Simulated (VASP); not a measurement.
Cr, 1 atom in the cell. Symmetry: Im-3m, No. 229, cubic system. Conventional cell: a = 2.969 Å, b = 2.969 Å, c = 2.969 Å, α = 90.00°, β = 90.00°, γ = 90.00°. Within 3.4 Å of Cr (site symmetry m-3m) lie 14 Cr at 2.57 to 2.97 Å. 

* Program: VASP 6.6.1
* Task: relaxation of cell and atoms
* Functional: RPBE
* Potentials or basis: VASP PAW PBE potentials, release 64 (Cr_pv)
* Cutoff: 600 eV
* k mesh: 12 × 12 × 12
* Occupations: fermi-dirac, width 0.05 eV
* Spin: collinear spin, ferromagnetic start
* Starting moments: [3.0] μB
* Dipole correction: no
* Further INCAR settings: ALGO = Normal; EDIFF = 1e-06; IBRION = 2; EDIFFG = -0.01; NSW = 80; ISIF = 3

Potentials or basis: VASP PAW PBE potentials, release 64 (Cr_pv).

Command:

```console
$ cat potpaw_PBE.64/Cr_pv/POTCAR > POTCAR
$ mpirun -np 1 vasp_std > vasp.out
```

Hardware: 1 thread of Intel Xeon 8259CL, with other jobs on the host.

Question: Estimate the wall time of this run.

Answer: Wall time 2.7 min on 1 thread of Intel Xeon 8259CL (shared host), peak memory 0.18 GiB. Counts: scf iterations 52, k points 72, ion steps 7.
